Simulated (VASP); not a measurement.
Here is a VASP 6.6.1 calculation.

The input INCAR:

```
  PREC = Accurate
  ENCUT = 600
  EDIFF = 1E-6
  ISMEAR = 0
  SIGMA = 0.1
  LREAL = F
  LASPH = T
  NELM = 100
  ALGO = Fast
  ISIF = 3
  LWAVE = F
  LCHARG = F
  GGA = PE
  IBRION = 2
  NSW = 100
  EDIFFG = -0.01
```

KPOINTS

```
Automatic mesh
0
Gamma
  18 18 6
```

Contents of POSCAR:

```
Al3Pd
1.0
    2.9419683237      0.0000000000      0.0000000000
   -1.4709841618      2.5478193054      0.0000000000
    0.0000000000      0.0000000000      9.2203935544
Al Pd
3 1
Direct
    0.6666666667      0.3333333333      0.0000000000
    0.6666666667      0.3333333333      0.7151259530
    0.6666666667      0.3333333333      0.2848740470
    0.0000000000      0.0000000000      0.5000000000
```

Potentials or basis: VASP PAW PBE potentials, release 64 (Al, Pd).

Launch:

```bash
$ cat potpaw_PBE.64/Al/POTCAR potpaw_PBE.64/Pd/POTCAR > POTCAR
$ mpirun -np 1 vasp_std > vasp.out
```

Task: Predict the space group after relaxing (to 0.05 Å).

Result: P-6m2 (No. 187).

Task: Predict the relaxed volume.

Result: 17.22 Å³/atom.

Task: Estimate the relaxed cell.

Result: a = 2.925 Å, b = 2.925 Å, c = 9.296 Å, α = 90.00°, β = 90.00°, γ = 120.00°.

Stress tensor (GPa, compression positive):
```
-0.09  0.00  0.00
 0.00 -0.09  0.00
 0.00  0.00 -0.01
```
